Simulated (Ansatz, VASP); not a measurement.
**Two plane-wave programs on GaP**

POSCAR

```
GaP
1.0
    0.0000000000      2.7253992874      2.8344152589
    2.7253992874      0.0000000000      2.8344152589
    2.7253992874      2.7253992874      0.0000000000
Ga P
1 1
Direct
    0.0000000000      0.0000000000      0.0000000000
    0.2500000000      0.2500000000      0.2500000000
```

The input INCAR.step1:

```
  ALGO = Normal
  EDIFF = 1E-5
  ENCUT = 520
  GGA = PE
  ISIF = 2
  ISMEAR = 0
  LASPH = T
  LREAL = F
  LWAVE = T
  NBANDS = 16
  NELM = 100
  PREC = Accurate
  SIGMA = 0.01
```

Contents of INCAR.step2:

```
  ALGO = Normal
  EDIFF = 1E-6
  ENCUT = 520
  GGA = PE
  HFSCREEN = 0.2079
  ISIF = 2
  ISMEAR = 0
  ISTART = 1
  LASPH = T
  LCHARG = T
  LELF = T
  LHFCALC = T
  LREAL = F
  LVHAR = T
  LWAVE = F
  NBANDS = 16
  NELM = 100
  PREC = Accurate
  PRECFOCK = Normal
  SIGMA = 0.01
```

File KPOINTS:

```
k-points
0
Gamma
  6 6 6
```

Input for Ansatz:

```yaml
crystal:
  lattice:
    - [0.0, 2.7253992874, 2.8344152589]
    - [2.7253992874, 0.0, 2.8344152589]
    - [2.7253992874, 2.7253992874, 0.0]
  atoms:
    - { symbol: Ga, position: [0.0, 0.0, 0.0] }
    - { symbol: P, position: [0.25, 0.25, 0.25] }
kpoints:
  mp_grid: { grid: [6, 6, 6] }
  band_path:
    path:
      - [0.0, 0.0, 0.0]
      - [-0.5, -0.5, 0.0]
      - [-0.375, -0.375, 0.25]
      - [-0.375, 0.0, 0.375]
      - [0.0, 0.0, 0.5]
      - [-0.5, -0.25, 0.25]
    npoints: 1
hamiltonian:
  xc: hse06
scf:
  occupations: { method: fixed }
  n_extra_bands: 4
output:
  forces: true
  stress: true
  eigenvalues: true
  write_density: true
  write_potential: true
  elf: true
  volumetric_format: npy
```

Change from the starting cell: uniaxial_z strain +4.0%.

Alike in both runs: task single point; functional HSE06; k mesh 6 × 6 × 6; no spin polarisation.

```csv
,VASP,Ansatz
version,VASP 6.6.1,Ansatz 0.2.0
potentials or method,"VASP PAW PBE potentials, release 64 (Ga_d, P)","plane waves, PAW"
plane-wave cutoff (eV),520,420
occupations,"gaussian, width 0.01 eV",fixed
valence electrons in the cell,18,18
```

|  | VASP | Ansatz | Ansatz less VASP |
| --- | --- | --- | --- |
| gap on the k mesh at the Fermi level (eV) | 2.20 | 2.20 | -0.002 |
| pressure (GPa) | -2.7 | -2.6 | +0.12 |
| traceless stress, the component that is largest in VASP (GPa) | -2.26 | -2.25 | +0.011 |

Ansatz's warnings: stress exchange threshold loose, stress scf threshold loose.
